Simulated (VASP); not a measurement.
# I (Cmce) in VASP: notebook

I is run at these levels: PBE; tasks: single point.

Everything below comes from runs of VASP 6.6.1. Logs are shortened: lines on timing, memory, paths and dates and some standing lists are left out, and cuts for length are marked.

### Step 1. The cell of the first run

The structure is orthorhombic, space group Cmce (No. 64). Conventional cell: a = 7.172 Å, b = 4.725 Å, c = 9.661 Å, α = 90.00°, β = 90.00°, γ = 90.00°. Within 3.5 Å of I (site symmetry m) lie 1 I at 2.64 Å.

### Step 2. Single point, PBE

The input, INCAR:

```
SYSTEM = I
  PREC = Accurate
  ENCUT = 520
  EDIFF = 1E-7
  ISMEAR = -1
  SIGMA = 0.05
  LREAL = .False.
  LASPH = .True.
  NELM = 80
  ALGO = Normal
  ISIF = 2
  LWAVE = .False.
  LCHARG = .False.
  GGA = PE
  NBANDS = 22
```

The input, KPOINTS:

```
regular mesh
0
Gamma
  7 7 3
  0 0 0
```

The input, POSCAR:

```
I
1.0
    3.5859068830     -2.3626508969      0.0000000000
    3.5859068830      2.3626508969      0.0000000000
    0.0000000000      0.0000000000      9.6610799909
I
4
Direct
    0.6493000000      0.3507000000      0.3844000000
    0.1493000000      0.8507000000      0.1156000000
    0.3507000000      0.6493000000      0.6156000000
    0.8507000000      0.1493000000      0.8844000000
```

Potentials or basis: VASP PAW PBE potentials, release 64 (I).

Run with:

```bash
cat potpaw_PBE.64/I/POTCAR > POTCAR
mpirun -np 1 vasp_std > vasp.out
```

OUTCAR:

```text
SYSTEM = I
   PREC = Accurate
   ENCUT = 520
   EDIFF = 1E-7
   ISMEAR = -1
   LREAL = .False.
   LASPH = .True.
   NELM = 80
   ISIF = 2
   GGA = PE

 ion  position               nearest neighbor table
   1  0.649  0.351  0.384-   3 2.64   2 3.51   2 3.51
   2  0.149  0.851  0.116-   4 2.64   1 3.51   1 3.51
   3  0.351  0.649  0.616-   1 2.64   4 3.51   4 3.51
   4  0.851  0.149  0.884-   2 2.64   3 3.51   3 3.51

  LATTYP: Found a base centered orthorhombic cell.
 ALAT       =     4.7253017938
 B/A-ratio  =     1.5177472422
 C/A-ratio  =     2.0445424255

  Lattice vectors:

 A1 = (  -3.5859068830,  -2.3626508969,   0.0000000000)
 A2 = (   3.5859068830,  -2.3626508969,   0.0000000000)
 A3 = (   0.0000000000,   0.0000000000,   9.6610799909)

Analysis of symmetry for initial positions (statically):
=====================================================================
 Subroutine PRICEL returns:
 Original cell was already a primitive cell.

 Routine SETGRP: Setting up the symmetry group for a
 base centered orthorhombic supercell.

 Subroutine GETGRP returns: Found  8 space group operations
 (whereof  4 operations were pure point group operations)
 out of a pool of  8 trial point group operations.

The static configuration has the point symmetry C_2h.
 The point group associated with its full space group is D_2h.

Analysis of symmetry for dynamics (positions and initial velocities):
=====================================================================
 Subroutine PRICEL returns:
 Original cell was already a primitive cell.

 Routine SETGRP: Setting up the symmetry group for a
 base centered orthorhombic supercell.

 Subroutine GETGRP returns: Found  8 space group operations
 (whereof  4 operations were pure point group operations)
 out of a pool of  8 trial point group operations.

The dynamic configuration has the point symmetry C_2h.
 The point group associated with its full space group is D_2h.

 Subroutine INISYM returns: Found  8 space group operations
 (whereof  4 operations are pure point group operations),
 and found     1 'primitive' translations

----------------------------------------------------------------------------------------

                                     Primitive cell

  volume of cell :     163.7021

  direct lattice vectors                    reciprocal lattice vectors
     3.585906883 -2.362650897  0.000000000     0.139434742 -0.211626695  0.000000000
     3.585906883  2.362650897  0.000000000     0.139434742  0.211626695  0.000000000
     0.000000000  0.000000000  9.661079991     0.000000000  0.000000000  0.103508097

  length of vectors
     4.294280782  4.294280782  9.661079991     0.253432250  0.253432250  0.103508097

  position of ions in fractional coordinates (direct lattice)
     0.649300000  0.350700000  0.384400000
     0.149300000  0.850700000  0.115600000
     0.350700000  0.649300000  0.615600000
     0.850700000  0.149300000  0.884400000

  ion indices of the primitive-cell ions
   primitive index   ion index
                 1           1
                 2           2
                 3           3
                 4           4

----------------------------------------------------------------------------------------

 KPOINTS: regular mesh

Automatic generation of k-mesh.
 Grid dimensions read from file:
 generate k-points for:    7    7    3

 Generating k-lattice:

  Cartesian coordinates                     Fractional coordinates (reciprocal lattice)
     0.019919249 -0.030232385  0.000000000     0.142857143  0.000000000  0.000000000
     0.019919249  0.030232385  0.000000000     0.000000000  0.142857143  0.000000000
     0.000000000  0.000000000  0.034502699     0.000000000  0.000000000  0.333333333

  Length of vectors
     0.036204607  0.036204607  0.034502699

  Shift w.r.t. Gamma in fractional coordinates (k-lattice)
     0.000000000  0.000000000  0.000000000

 Subroutine IBZKPT returns following result:
 ===========================================

 Found     32 irreducible k-points:

 Following reciprocal coordinates:
            Coordinates               Weight
  0.000000  0.000000  0.000000      1.000000
  0.142857  0.000000  0.000000      4.000000
  0.285714  0.000000  0.000000      4.000000
  0.428571  0.000000  0.000000      4.000000
  0.142857  0.142857  0.000000      2.000000
  0.285714  0.142857  0.000000      4.000000
[... 16 lines left out ...]
  0.428571  0.142857  0.333333      8.000000
 -0.428571  0.142857  0.333333      8.000000
 [... further k-points ...]
   k-points           NKPTS =     32   k-points in BZ     NKDIM =     32   number of bands    NBANDS=     22
   number of dos      NEDOS =    301   number of ions     NIONS =      4
   total plane-waves  NPLWV =  73728
   dimension x,y,z NGX =    32 NGY =   32 NGZ =   72
   dimension x,y,z NGXF=    64 NGYF=   64 NGZF=  144
   ions per type =               4
   NGX,Y,Z   is equivalent  to a cutoff of  12.39, 12.39, 12.39 a.u.
   NGXF,Y,Z  is equivalent  to a cutoff of  24.78, 24.78, 24.78 a.u.
 SYSTEM =  I
   PREC   = accura    normal or accurate (medium, high low for compatibility)
   ISTART =      0    job   : 0-new  1-cont  2-samecut
   ICHARG =      2    charge: 1-file 2-atom 10-const
   ISPIN  =      1    spin polarized calculation?
   LNONCOLLINEAR =      F non collinear calculations
   LSORBIT =      F    spin-orbit coupling
   LASPH  =      T    aspherical Exc in radial PAW
   ENCUT  =  520.0 eV  38.22 Ry    6.18 a.u.   7.98  7.98 17.96*2*pi/ulx,y,z
   NELM   =     80;   NELMIN=  2; NELMDL= -5     # of ELM steps
   EDIFF  = 0.1E-06   stopping-criterion for ELM
   LREAL  =      F    real-space projection
   EDIFFG = 0.1E-05   stopping-criterion for IOM
   NSW    =      0    number of steps for IOM
   IBRION =     -1    ionic relax: 0-MD 1-quasi-New 2-CG
   NFREE  =      0    steps in history (QN), initial steepest desc. (CG)
   ISIF   =      2    stress and relaxation
   ISYM   =      2    0-nonsym 1-usesym 2-fastsym
   POTIM  = 0.5000    time-step for ionic-motion
   TEBEG  =    0.0;   TEEND  =   0.0 temperature during run
   PSTRESS=    0.0 pullay stress
   NELECT =      28.0000    total number of electrons
   NUPDOWN=      -1.0000    fix difference up-down
   EMIN   =  10.00;   EMAX   =-10.00  energy-range for DOS
   EFERMI =   0.00;   METHOD = LEGACY
   ISMEAR =    -1;   SIGMA  =   0.05  broadening in eV -4-tet -1-fermi 0-gaus
   EFERMI_NEDOS =   21; number of points for ismear=-14 and -15
   IALGO  =     38    algorithm
   IMIX   =      4    mixing-type and parameters
     AMIX     =   0.40;   BMIX     =  1.00
     AMIX_MAG =   1.60;   BMIX_MAG =  1.00
  volume/ion in A,a.u.               =      40.93       276.18
  Fermi-wavevector in a.u.,A,eV,Ry     =   0.908747  1.717282 11.235967  0.825820
  Thomas-Fermi vector in A             =   2.032709
   LORBIT       =      0    0 simple, 1 ext, 2 COOP (PROOUT), +10 PAW based schemes
   GGA     = PE    functional components
   LHFCALC =     F    Hartree Fock is set to
   AEXX    =    0.0000 exact exchange contribution
   IVDW    =     0    specifies the selected vdW correction
   LEPSILON=     F    determine dielectric tensor
   LRPA    =     F    only Hartree local field effects (RPA)
 non-spin polarized calculation
  energy-cutoff  :      520.00
  volume of cell :      163.70
 maximum number of plane-waves:      4434
   NGX = 15   NGY = 15   NGZ = 35

 number of electron      27.9999999 magnetization

 Free energy of the ion-electron system (eV)
  ---------------------------------------------------
  ext. energy  EPLUGINS =         0.00000000
  ---------------------------------------------------
  free energy    TOTEN  =        -5.78825040 eV

  energy without entropy =       -5.78825020  energy(sigma->0) =       -5.78825030

 E-fermi :   3.6469     XC(G=0):  -8.1936

 val. band max:        2.9296617250   @ k =   0.0000   0.0000   0.0000
 cond. band min:       4.3559609145   @ k =   0.4286   0.4286   0.0000
 fundamental gap:      1.4262991895
 Fermi energy:         3.6468563985

 k-point     1 :       0.0000    0.0000    0.0000
  band No.  band energies     occupation
      1     -10.8752      2.00000
      2     -10.3828      2.00000
      3      -8.6745      2.00000
      4      -7.6070      2.00000
      5      -1.7979      2.00000
      6      -0.3174      2.00000
[... 14 lines left out ...]
     21      10.3437      0.00000
     22      10.3534      0.00000

 k-point     2 :       0.1429    0.0000    0.0000
  band No.  band energies     occupation
      1     -10.8071      2.00000
      2     -10.3538      2.00000
      3      -8.6196      2.00000
      4      -7.6637      2.00000
      5      -1.7858      2.00000
      6      -0.4865      2.00000
[... 14 lines left out ...]
     21       9.9010      0.00000
     22      10.2990      0.00000

 k-point     3 :       0.2857    0.0000    0.0000
  band No.  band energies     occupation
      1     -10.6307      2.00000
      2     -10.3002      2.00000
      3      -8.4728      2.00000
      4      -7.8236      2.00000
      5      -1.8026      2.00000
      6      -1.0182      2.00000
[... 14 lines left out ...]
     21      10.3309      0.00000
     22      11.0866      0.00000

 k-point     4 :       0.4286    0.0000    0.0000
  band No.  band energies     occupation
      1     -10.4282      2.00000
      2     -10.3046      2.00000
      3      -8.2721      2.00000
      4      -8.0453      2.00000
      5      -1.8067      2.00000
      6      -1.5621      2.00000
[... 14 lines left out ...]
     21      10.8415      0.00000
     22      11.4953      0.00000

 k-point     5 :       0.1429    0.1429    0.0000
  band No.  band energies     occupation
      1     -10.8140      2.00000
      2     -10.3369      2.00000
      3      -8.6204      2.00000
      4      -7.5975      2.00000
      5      -1.7479      2.00000
      6      -0.3840      2.00000
[... 417 lines left out ...]
 k-point    22 :       0.2857    0.1429    0.3333
  band No.  band energies     occupation
      1     -10.6165      2.00000
      2     -10.4114      2.00000
      3      -8.2922      2.00000
      4      -7.8637      2.00000
      5      -1.4938      2.00000
      6      -0.9769      2.00000
[... 14 lines left out ...]
     21      10.1697      0.00000
     22      10.3966      0.00000

 k-point    23 :       0.4286    0.1429    0.3333
  band No.  band energies     occupation
      1     -10.4620      2.00000
      2     -10.3239      2.00000
      3      -8.2336      2.00000
      4      -7.9684      2.00000
      5      -1.5826      2.00000
      6      -1.2156      2.00000
[... 14 lines left out ...]
     21      10.2568      0.00000
     22      10.6953      0.00000

 k-point    24 :      -0.4286    0.1429    0.3333
  band No.  band energies     occupation
      1     -10.3520      2.00000
      2     -10.3209      2.00000
      3      -8.1728      2.00000
      4      -8.1177      2.00000
      5      -1.5327      2.00000
      6      -1.4468      2.00000
[... 14 lines left out ...]
     21      10.9859      0.00000
     22      11.4708      0.00000

 [... further k-points ...]
[... 5 lines left out ...]
  --------------------------------------------------------------------------------------
  -------------------------------------------------------------------------------------
  Total        1.5919737      2.5604595      5.1133280      0.0000000      0.0000000      0.0000000
  in kB       15.5808890     25.0596072     50.0449201      0.0000000      0.0000000      0.0000000
  external PRESSURE =      30.2284721 kB  Pullay stress =       0.0000000 kB

 VOLUME and BASIS-vectors are now :
 -----------------------------------------------------------------------------
  energy-cutoff  :      520.00
  volume of cell :      163.70
      direct lattice vectors                 reciprocal lattice vectors
     3.585906883 -2.362650897  0.000000000     0.139434742 -0.211626695  0.000000000
     3.585906883  2.362650897  0.000000000     0.139434742  0.211626695  0.000000000
     0.000000000  0.000000000  9.661079991     0.000000000  0.000000000  0.103508097

 POSITION                                       TOTAL-FORCE (eV/Angst)
 -----------------------------------------------------------------------------------
      3.58591     -0.70549      3.71372         0.000000     -0.627302     -1.061787
      3.58591      1.65716      1.11682         0.000000     -0.627302      1.061787
      3.58591      0.70549      5.94736         0.000000      0.627302      1.061787
      3.58591     -1.65716      8.54426         0.000000      0.627302     -1.061787
 -----------------------------------------------------------------------------------
    total drift:                               -0.000000     -0.000000     -0.000000

  FREE ENERGIE OF THE ION-ELECTRON SYSTEM (eV)
  ---------------------------------------------------
  free  energy   TOTEN  =        -5.7882503968 eV

  energy  without entropy=       -5.7882502014  energy(sigma->0) =       -5.78825030
```

Run time: 64 s. Hardware: 1 thread of AMD EPYC 9R14 (Zen 4), shared host; peak memory 0.25 GiB.

Results:

```
Free energy            : -5.7883 eV
Pressure               : 3.0 GPa
Largest force          : 1.233 eV/Å
Band gap on the k mesh : 1.43 eV, indirect (least direct gap 1.53 eV)
```

Forces on the atoms (eV/Å):
```
I    0.000 -0.627 -1.062
I    0.000 -0.627  1.062
I    0.000  0.627  1.062
I    0.000  0.627 -1.062
```

Stress tensor (GPa, compression positive):
```
1.56 0.00 0.00
0.00 2.51 0.00
0.00 0.00 5.00
```

Levels at points of the mesh, in eV from the valence-band top:
| k point | band 12 | band 13 | band 14 | band 15 | band 16 | band 17 |
| --- | --- | --- | --- | --- | --- | --- |
| (0.00, 0.00, 0.00) | -0.57 | -0.06 | 0.00 | 1.53 | 2.39 | 5.16 |

Caveat: spin-orbit coupling is left out, which moves the levels of the heavy elements; forces of over 1 eV/Å act on the atoms, so gaps and moduli don't describe the material at rest.

### Step 3. Single point, PBE

This run uses another cell than the first one, of 41.78 Å³/atom, 1.021 times its volume.

The input, INCAR:

```
SYSTEM = I
PREC = Accurate ; ENCUT = 520
EDIFF = 1E-7 ; ISMEAR = -1
SIGMA = 0.05 ; LREAL = .FALSE.
LASPH = .TRUE. ; NELM = 100
ALGO = Normal ; ISIF = 2
LWAVE = .FALSE. ; LCHARG = .FALSE.
GGA = PE ; NBANDS = 22
```

The input, KPOINTS:

```
Automatic mesh
0
G
  7 7 3
  0 0 0
```

The input, POSCAR:

```
I
1.0
    3.6106380569     -2.3789455559      0.0000000000
    3.6106380569      2.3789455559      0.0000000000
    0.0000000000      0.0000000000      9.7277102343
I
4
Direct
    0.6493000000      0.3507000000      0.3844000000
    0.1493000000      0.8507000000      0.1156000000
    0.3507000000      0.6493000000      0.6156000000
    0.8507000000      0.1493000000      0.8844000000
```

Potentials or basis: VASP PAW PBE potentials, release 64 (I).

Run with:

```bash
cat potpaw_PBE.64/I/POTCAR > POTCAR
mpirun -np 1 vasp_std > vasp.out
```

OUTCAR:

```text
SYSTEM = I
   PREC = Accurate
   ENCUT = 520
   EDIFF = 1E-7
   ISMEAR = -1
   LREAL = .FALSE.
   LASPH = .TRUE.
   NELM = 100
   ISIF = 2
   GGA = PE

 ion  position               nearest neighbor table
   1  0.649  0.351  0.384-   3 2.66   2 3.54   2 3.54
   2  0.149  0.851  0.116-   4 2.66   1 3.54   1 3.54
   3  0.351  0.649  0.616-   1 2.66   4 3.54   4 3.54
   4  0.851  0.149  0.884-   2 2.66   3 3.54   3 3.54

  LATTYP: Found a base centered orthorhombic cell.
 ALAT       =     4.7578911118
 B/A-ratio  =     1.5177472422
 C/A-ratio  =     2.0445424256

  Lattice vectors:

 A1 = (  -3.6106380569,  -2.3789455559,   0.0000000000)
 A2 = (   3.6106380569,  -2.3789455559,   0.0000000000)
 A3 = (   0.0000000000,   0.0000000000,   9.7277102343)

Analysis of symmetry for initial positions (statically):
=====================================================================
 Subroutine PRICEL returns:
 Original cell was already a primitive cell.

 Routine SETGRP: Setting up the symmetry group for a
[... 166 lines left out ...]
  ---------------------------------------------------
  ext. energy  EPLUGINS =         0.00000000
  ---------------------------------------------------
  free energy    TOTEN  =        -5.84534080 eV

  energy without entropy =       -5.84534051  energy(sigma->0) =       -5.84534066

 E-fermi :   3.4082     XC(G=0):  -8.1035

 val. band max:        2.7144264668   @ k =   0.0000   0.0000   0.0000
 cond. band min:       4.0939379812   @ k =   0.4286   0.4286   0.0000
 fundamental gap:      1.3795115144
 Fermi energy:         3.4082192085

 k-point     1 :       0.0000    0.0000    0.0000
  band No.  band energies     occupation
      1     -10.9722      2.00000
      2     -10.4972      2.00000
      3      -8.8394      2.00000
      4      -7.8324      2.00000
      5      -1.9116      2.00000
      6      -0.4958      2.00000
[... 589 lines left out ...]
     21      10.7683      0.00000
     22      11.2283      0.00000

 [... further k-points ...]
[... 5 lines left out ...]
  --------------------------------------------------------------------------------------
  -------------------------------------------------------------------------------------
  Total        1.4525272      1.9517361      3.9409234      0.0000000      0.0000000      0.0000000
  in kB       13.9259807     18.7121029     37.7832663      0.0000000      0.0000000      0.0000000
  external PRESSURE =      23.4737833 kB  Pullay stress =       0.0000000 kB

 VOLUME and BASIS-vectors are now :
 -----------------------------------------------------------------------------
  energy-cutoff  :      520.00
  volume of cell :      167.11
      direct lattice vectors                 reciprocal lattice vectors
     3.610638057 -2.378945556  0.000000000     0.138479679 -0.210177151  0.000000000
     3.610638057  2.378945556  0.000000000     0.138479679  0.210177151  0.000000000
     0.000000000  0.000000000  9.727710234     0.000000000  0.000000000  0.102799115

 POSITION                                       TOTAL-FORCE (eV/Angst)
 -----------------------------------------------------------------------------------
      3.61064     -0.71035      3.73933         0.000000     -0.505775     -0.898070
      3.61064      1.66859      1.12452         0.000000     -0.505775      0.898070
      3.61064      0.71035      5.98838         0.000000      0.505775      0.898070
      3.61064     -1.66859      8.60319         0.000000      0.505775     -0.898070
 -----------------------------------------------------------------------------------
    total drift:                               -0.000000     -0.000000     -0.000000

  FREE ENERGIE OF THE ION-ELECTRON SYSTEM (eV)
  ---------------------------------------------------
  free  energy   TOTEN  =        -5.8453408011 eV

  energy  without entropy=       -5.8453405140  energy(sigma->0) =       -5.84534066
```

OSZICAR:

```text
N       E                     dE             d eps       ncg     rms          rms(c)
DAV:   1     0.152411895004E+03    0.15241E+03   -0.10314E+04  1408   0.102E+03
DAV:   2     0.598728992413E+01   -0.14642E+03   -0.14131E+03  1940   0.158E+02
DAV:   3    -0.579960905033E+01   -0.11787E+02   -0.11746E+02  1792   0.506E+01
DAV:   4    -0.606191452393E+01   -0.26231E+00   -0.26225E+00  1804   0.901E+00
DAV:   5    -0.606850209543E+01   -0.65876E-02   -0.65875E-02  1712   0.141E+00    0.103E+01
DAV:   6    -0.590093706305E+01    0.16757E+00   -0.14733E-01  1666   0.174E+00    0.699E+00
DAV:   7    -0.585591579782E+01    0.45021E-01   -0.37555E-01  1570   0.274E+00    0.723E-01
DAV:   8    -0.584513568519E+01    0.10780E-01   -0.54454E-02  1534   0.110E+00    0.379E-01
DAV:   9    -0.584524991555E+01   -0.11423E-03   -0.14669E-03  1744   0.208E-01    0.214E-01
DAV:  10    -0.584534367991E+01   -0.93764E-04   -0.10116E-04  1642   0.592E-02    0.150E-01
DAV:  11    -0.584534262923E+01    0.10507E-05   -0.46026E-05  1648   0.318E-02    0.295E-02
DAV:  12    -0.584533994204E+01    0.26872E-05   -0.13719E-05  1720   0.184E-02    0.127E-02
DAV:  13    -0.584534070883E+01   -0.76679E-06   -0.32234E-06  1688   0.850E-03    0.109E-02
DAV:  14    -0.584534080110E+01   -0.92271E-07   -0.20111E-07  1434   0.222E-03
   1 F= -.58453408E+01 E0= -.58453407E+01  d E =-.287137E-06
```

Wall time 77 s (1 thread of AMD EPYC 9R14 (Zen 4), shared host); peak memory 0.25 GiB.

Results:

```yaml
Free_energy: -5.8453 eV
Pressure: 2.3 GPa
Largest_force: 1.031 eV/Å
Band_gap_on_the_k_mesh: 1.38 eV, indirect (least direct gap 1.47 eV)
```

Forces on the atoms (eV/Å):
```
I    0.000 -0.506 -0.898
I    0.000 -0.506  0.898
I    0.000  0.506  0.898
I    0.000  0.506 -0.898
```

Caveat: spin-orbit coupling is left out, which moves the levels of the heavy elements; forces of over 1 eV/Å act on the atoms, so gaps and moduli don't describe the material at rest.

(Continued in part 2 of 2.)
